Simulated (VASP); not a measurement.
## CoSi2: single point with PBE

The system is CoSi2.

```xyz
3
Lattice="0.0000 2.6067 2.6067 2.6067 0.0000 2.6067 2.6067 2.6067 0.0000" Properties=species:S:1:pos:R:3 pbc="T T T"
Co    0.0000    0.0000    0.0000
Si    1.3033    1.3033    1.3033
Si    3.9100    3.9100    3.9100
```

```yaml
Program: VASP 6.6.1
Task: single point
Functional: PBE
Potentials_or_basis: VASP PAW PBE potentials, release 64 (Co, Si)
Cutoff: 520 eV
k_mesh: 14 × 14 × 14
Occupations: gaussian, width 0.15 eV
Spin: collinear spin, ferromagnetic start
Starting_moments: "[1.925, 0.0, 0.0] μB"
Fixed_moment: 1.925 μB
Dipole_correction: no
Further_INCAR_settings: ALGO = Normal; EDIFF = 1e-06; NBANDS = 20
```

```json
{"Pressure": "32.7 GPa", "Net moment": "1.93 μB per cell", "Site moments": "Co +1.19; Si +0.16 μB", "Valence electrons inside the program's atomic spheres": "Co 9.03; Si 1.68"}
```

Run time: 72 s on 1 thread of Intel(R) Xeon(R) 6975P-C (Granite Rapids), on a shared host, peak memory 0.24 GiB.

Caveat: the total moment is fixed, so each spin has its own Fermi level.
